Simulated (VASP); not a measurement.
# Ag (Fm-3m) in VASP: notebook

Ag is run at these levels: r2SCAN; tasks: single point.

Program: VASP 6.6.1. These are calculated values, not measurements. Logs are shortened: lines on timing, memory, paths and dates and some standing lists are left out, and cuts for length are marked.

## Step 1: The cell of the first run

The structure is cubic, space group Fm-3m (No. 225). Conventional cell: a = 4.046 Å, b = 4.046 Å, c = 4.046 Å, α = 90.00°, β = 90.00°, γ = 90.00°. Within 3.8 Å of Ag (site symmetry m-3m) lie 12 Ag at 2.86 Å.

## Step 2: Single point, r2SCAN

POSCAR reads:

```
Ag
1.0
    0.0000000000      2.0230348990      2.0230348990
    2.0230348990      0.0000000000      2.0230348990
    2.0230348990      2.0230348990      0.0000000000
Ag
1
Direct
    0.0000000000      0.0000000000      0.0000000000
```

INCAR.step1 reads:

```
PREC = Accurate
ENCUT = 520
ISMEAR = 0
SIGMA = 0.1
LREAL = F
LASPH = T
NELM = 60
NBANDS = 12
GGA = PE
ALGO = Normal
EDIFF = 1E-4
LWAVE = T
LCHARG = F
```

INCAR.step2 reads:

```
PREC = Accurate
ENCUT = 520
EDIFF = 1E-6
ISMEAR = 0
SIGMA = 0.1
LREAL = F
LASPH = T
NELM = 60
ALGO = Normal
ISIF = 2
LWAVE = F
LCHARG = T
METAGGA = R2SCAN
LMIXTAU = T
LELF = T
LVHAR = T
NBANDS = 12
ISTART = 1
```

KPOINTS reads:

```
regular mesh
0
Gamma
  18 18 18
```

Potentials or basis: VASP PAW PBE potentials, release 64 (Ag).

Launch:

```sh
cat potpaw_PBE.64/Ag/POTCAR > POTCAR
cp INCAR.step1 INCAR
mpirun -np 1 vasp_std > vasp.out
cp INCAR.step2 INCAR
mpirun -np 1 vasp_std > vasp.out
```

OUTCAR:

```text
PREC = Accurate
   ENCUT = 520
   EDIFF = 1E-6
   ISMEAR = 0
   LREAL = F
   LASPH = T
   NELM = 60
   ISIF = 2
   METAGGA = R2SCAN
   ISTART = 1

 ion  position               nearest neighbor table
   1  0.000  0.000  0.000-

  LATTYP: Found a face centered cubic cell.
 ALAT       =     4.0460697980

  Lattice vectors:

 A1 = (   0.0000000000,   2.0230348990,   2.0230348990)
 A2 = (   2.0230348990,   0.0000000000,   2.0230348990)
 A3 = (   2.0230348990,   2.0230348990,   0.0000000000)

Analysis of symmetry for initial positions (statically):
=====================================================================
 Subroutine PRICEL returns:
 Original cell was already a primitive cell.

 Routine SETGRP: Setting up the symmetry group for a
 face centered cubic supercell.

 Subroutine GETGRP returns: Found 48 space group operations
 (whereof 48 operations were pure point group operations)
 out of a pool of 48 trial point group operations.

The static configuration has the point symmetry O_h .

Analysis of symmetry for dynamics (positions and initial velocities):
=====================================================================
 Subroutine PRICEL returns:
 Original cell was already a primitive cell.

 Routine SETGRP: Setting up the symmetry group for a
 face centered cubic supercell.

 Subroutine GETGRP returns: Found 48 space group operations
 (whereof 48 operations were pure point group operations)
 out of a pool of 48 trial point group operations.

The dynamic configuration has the point symmetry O_h .

 Subroutine INISYM returns: Found 48 space group operations
 (whereof 48 operations are pure point group operations),
 and found     1 'primitive' translations

----------------------------------------------------------------------------------------

                                     Primitive cell

  volume of cell :      16.5592

  direct lattice vectors                    reciprocal lattice vectors
     0.000000000  2.023034899  2.023034899    -0.247153423  0.247153423  0.247153423
     2.023034899  0.000000000  2.023034899     0.247153423 -0.247153423  0.247153423
     2.023034899  2.023034899  0.000000000     0.247153423  0.247153423 -0.247153423

  length of vectors
     2.861003391  2.861003391  2.861003391     0.428082286  0.428082286  0.428082286

  position of ions in fractional coordinates (direct lattice)
     0.000000000  0.000000000  0.000000000
[... 70 lines left out ...]
   ISPIN  =      1    spin polarized calculation?
   LNONCOLLINEAR =      F non collinear calculations
   LSORBIT =      F    spin-orbit coupling
   LASPH  =      T    aspherical Exc in radial PAW
   ENCUT  =  520.0 eV  38.22 Ry    6.18 a.u.   5.32  5.32  5.32*2*pi/ulx,y,z
   NELM   =     60;   NELMIN=  2; NELMDL=  0     # of ELM steps
   EDIFF  = 0.1E-05   stopping-criterion for ELM
   LREAL  =      F    real-space projection
[... 7 lines left out ...]
   TEBEG  =    0.0;   TEEND  =   0.0 temperature during run
   PSTRESS=    0.0 pullay stress
   NELECT =      11.0000    total number of electrons
   NUPDOWN=      -1.0000    fix difference up-down
   EMIN   =  10.00;   EMAX   =-10.00  energy-range for DOS
   EFERMI =   0.00;   METHOD = LEGACY
   ISMEAR =     0;   SIGMA  =   0.10  broadening in eV -4-tet -1-fermi 0-gaus
   EFERMI_NEDOS =   21; number of points for ismear=-14 and -15
   IALGO  =     38    algorithm
   IMIX   =      4    mixing-type and parameters
     AMIX     =   0.40;   BMIX     =  1.00
     AMIX_MAG =   1.60;   BMIX_MAG =  1.00
  volume/ion in A,a.u.               =      16.56       111.75
  Fermi-wavevector in a.u.,A,eV,Ry     =   1.428430  2.699342 27.761501  2.040413
  Thomas-Fermi vector in A             =   2.548493
   LORBIT       =      0    0 simple, 1 ext, 2 COOP (PROOUT), +10 PAW based schemes
   METAGGA = R2SCAN    functional components
   LHFCALC =     F    Hartree Fock is set to
   AEXX    =    0.0000 exact exchange contribution
   IVDW    =     0    specifies the selected vdW correction
   LEPSILON=     F    determine dielectric tensor
   LRPA    =     F    only Hartree local field effects (RPA)
 non-spin polarized calculation
 Gauss-broadening in eV      SIGMA  =   0.10
  energy-cutoff  :      520.00
  volume of cell :       16.56
 maximum number of plane-waves:       459
 NGX is ok and might be reduce to    24
   NGX = 11   NGY = 11   NGZ = 11

 number of electron      11.0000001 magnetization

 Free energy of the ion-electron system (eV)
  ---------------------------------------------------
  ext. energy  EPLUGINS =         0.00000000
  ---------------------------------------------------
  free energy    TOTEN  =       -21.34900278 eV

  energy without entropy =      -21.34806564  energy(sigma->0) =      -21.34853421

 E-fermi :   8.8104     XC(G=0): -13.1744

 val. band max:        8.7721216462   @ k =   0.5000   0.1667   0.0556
 cond. band min:       8.9591069890   @ k =   0.5000   0.3333   0.1111
 fundamental gap:      0.1869853428
 Fermi energy:         8.8104498642

 k-point     1 :       0.0000    0.0000    0.0000
  band No.  band energies     occupation
      1       0.6550      2.00000
      2       3.5923      2.00000
      3       3.5923      2.00000
      4       3.5923      2.00000
      5       4.6940      2.00000
      6       4.6940      2.00000
      7      25.5668      0.00000
      8      29.4818      0.00000
      9      29.4818      0.00000
     10      29.4818      0.00000
     11      34.5079      0.00000
     12      35.7683      0.00000
[... 331 lines left out ...]
 k-point    24 :      -0.2222    0.0556    0.0000
  band No.  band energies     occupation
      1       2.0784      2.00000
      2       3.6386      2.00000
      3       3.8519      2.00000
      4       3.8936      2.00000
      5       4.6451      2.00000
      6       5.0495      2.00000
      7      21.0760      0.00000
      8      25.8786      0.00000
      9      28.5242      0.00000
     10      31.2591      0.00000
     11      31.7542      0.00000
     12      32.8310      0.00000

 [... further k-points ...]
[... 5 lines left out ...]
  --------------------------------------------------------------------------------------
  -------------------------------------------------------------------------------------
  Total        0.5391212      0.5391212      0.5391212      0.0000000     -0.0000000      0.0000000
  in kB       52.1623126     52.1623126     52.1623126      0.0000000     -0.0000000      0.0000000
  external PRESSURE =      52.1623126 kB  Pullay stress =       0.0000000 kB

 VOLUME and BASIS-vectors are now :
 -----------------------------------------------------------------------------
  energy-cutoff  :      520.00
  volume of cell :       16.56
      direct lattice vectors                 reciprocal lattice vectors
     0.000000000  2.023034899  2.023034899    -0.247153423  0.247153423  0.247153423
     2.023034899  0.000000000  2.023034899     0.247153423 -0.247153423  0.247153423
     2.023034899  2.023034899  0.000000000     0.247153423  0.247153423 -0.247153423

 POSITION                                       TOTAL-FORCE (eV/Angst)
 -----------------------------------------------------------------------------------
      0.00000      0.00000      0.00000        -0.000000      0.000000      0.000000
 -----------------------------------------------------------------------------------
    total drift:                               -0.000000     -0.000000     -0.000000

  FREE ENERGIE OF THE ION-ELECTRON SYSTEM (eV)
  ---------------------------------------------------
  free  energy   TOTEN  =       -21.3490027834 eV

  energy  without entropy=      -21.3480656428  energy(sigma->0) =      -21.34853421
```

OUTCAR.step1:

```text
PREC = Accurate
   ENCUT = 520
   ISMEAR = 0
   LREAL = F
   LASPH = T
[... 576 lines left out ...]

 POSITION                                       TOTAL-FORCE (eV/Angst)
 -----------------------------------------------------------------------------------
      0.00000      0.00000      0.00000         0.000000      0.000000      0.000000
 -----------------------------------------------------------------------------------
    total drift:                                0.000000     -0.000000     -0.000000

  FREE ENERGIE OF THE ION-ELECTRON SYSTEM (eV)
  ---------------------------------------------------
  free  energy   TOTEN  =        -2.6904473625 eV

  energy  without entropy=       -2.6894822809  energy(sigma->0) =       -2.68996482
```

OSZICAR.step1:

```text
N       E                     dE             d eps       ncg     rms          rms(c)
DAV:   1     0.525165229377E+02    0.52517E+02   -0.56064E+03  4736   0.839E+02
DAV:   2    -0.212257619887E+01   -0.54639E+02   -0.51577E+02  5412   0.196E+02
DAV:   3    -0.295062953482E+01   -0.82805E+00   -0.82750E+00  5548   0.253E+01
DAV:   4    -0.295320658648E+01   -0.25771E-02   -0.25770E-02  5380   0.149E+00
DAV:   5    -0.295322623115E+01   -0.19645E-04   -0.19645E-04  5476   0.115E-01    0.568E+00
DAV:   6    -0.270348518785E+01    0.24974E+00   -0.94221E-01  5072   0.877E+00    0.361E+00
DAV:   7    -0.269366678508E+01    0.98184E-02   -0.12854E-02  5468   0.106E+00    0.199E+00
DAV:   8    -0.269044162343E+01    0.32252E-02   -0.69965E-04  5260   0.192E-01    0.103E-01
DAV:   9    -0.269044736248E+01   -0.57391E-05   -0.86221E-06  3100   0.243E-02
   1 F= -.26904474E+01 E0= -.26899648E+01  d E =-.965082E-03
```

It took 2.3 min on 1 thread of AMD EPYC 7R13 (Zen 3), shared host; peak memory 0.14 GiB.

Results:

- Free energy: -21.3490 eV
- Pressure: 5.2 GPa
- Band gap on the k mesh: zero (an odd number of electrons rules out a gap without spin polarisation)

Levels at points of the mesh, in eV from the Fermi level:
| k point | band 4 | band 5 | band 6 | band 7 | band 8 | band 9 |
| --- | --- | --- | --- | --- | --- | --- |
| (0.00, 0.00, 0.00) | -5.22 | -4.12 | -4.12 | 16.76 | 20.67 | 20.67 |
| (0.50, 0.00, 0.00) | -3.26 | -3.26 | -0.39 | 3.91 | 16.00 | 18.98 |
| (0.50, 0.50, 0.00) | -3.03 | -3.03 | 1.73 | 7.25 | 11.34 | 11.34 |

Caveat: the cell stands under pressure; the PAW data sets were made with another functional, which shifts forces and pressure a little.

## Step 3: Single point, r2SCAN

This run uses another cell than the first one, of 16.97 Å³/atom.

POSCAR reads:

```
Ag
1.0
    0.0000000000      2.0394495306      2.0394495306
    2.0394495306      0.0000000000      2.0394495306
    2.0394495306      2.0394495306      0.0000000000
Ag
1
Direct
    0.0000000000      0.0000000000      0.0000000000
```

INCAR.step1 reads:

```
PREC     = Accurate       # precision mode
ENCUT    = 520            # plane-wave cutoff, eV
ISMEAR   = 0              # smearing method
SIGMA    = 0.1            # smearing width, eV
LREAL    = F              # projectors in reciprocal space
LASPH    = T              # aspherical terms in the spheres
NELM     = 80             # most SCF steps
NBANDS   = 12             # bands
GGA      = PE             # functional
ALGO     = Normal         # electronic algorithm
EDIFF    = 1E-4           # SCF threshold, eV
LWAVE    = T              # write WAVECAR
LCHARG   = F              # write CHGCAR
```

INCAR.step2 reads:

```
PREC     = Accurate       # precision mode
ENCUT    = 520            # plane-wave cutoff, eV
EDIFF    = 1E-7           # SCF threshold, eV
ISMEAR   = 0              # smearing method
SIGMA    = 0.1            # smearing width, eV
LREAL    = F              # projectors in reciprocal space
LASPH    = T              # aspherical terms in the spheres
NELM     = 80             # most SCF steps
ALGO     = Normal         # electronic algorithm
ISIF     = 2              # what is computed and relaxed
LWAVE    = F              # write WAVECAR
LCHARG   = F              # write CHGCAR
METAGGA  = R2SCAN         # meta-GGA
LMIXTAU  = T            
NBANDS   = 12             # bands
ISTART   = 1
```

KPOINTS reads:

```
Automatic mesh
0
Gamma
  18 18 18
```

Potentials or basis: VASP PAW PBE potentials, release 64 (Ag).

Launch:

```sh
cat potpaw_PBE.64/Ag/POTCAR > POTCAR
cp INCAR.step1 INCAR
mpirun -np 1 vasp_std > vasp.out
cp INCAR.step2 INCAR
mpirun -np 1 vasp_std > vasp.out
```

It took 2.8 min on 1 thread of AMD EPYC 7R13 (Zen 3), shared host; peak memory 0.14 GiB.

The run converged. Its results:

```yaml
Free_energy: -21.3584 eV
Pressure: 2.2 GPa
Band_gap_on_the_k_mesh: zero (an odd number of electrons rules out a gap without spin polarisation)
```

Levels at points of the mesh, in eV from the Fermi level:
| k point | band 4 | band 5 | band 6 | band 7 | band 8 | band 9 |
| --- | --- | --- | --- | --- | --- | --- |
| (0.00, 0.00, 0.00) | -5.12 | -4.07 | -4.07 | 16.70 | 20.46 | 20.46 |
| (0.50, 0.00, 0.00) | -3.24 | -3.24 | -0.31 | 3.77 | 15.94 | 18.71 |
| (0.50, 0.50, 0.00) | -3.03 | -3.03 | 1.76 | 7.05 | 11.20 | 11.20 |

Caveat: the PAW data sets were made with another functional, which shifts forces and pressure a little.

The gap in the log of VASP goes by the Fermi energy; the results here count the filled bands.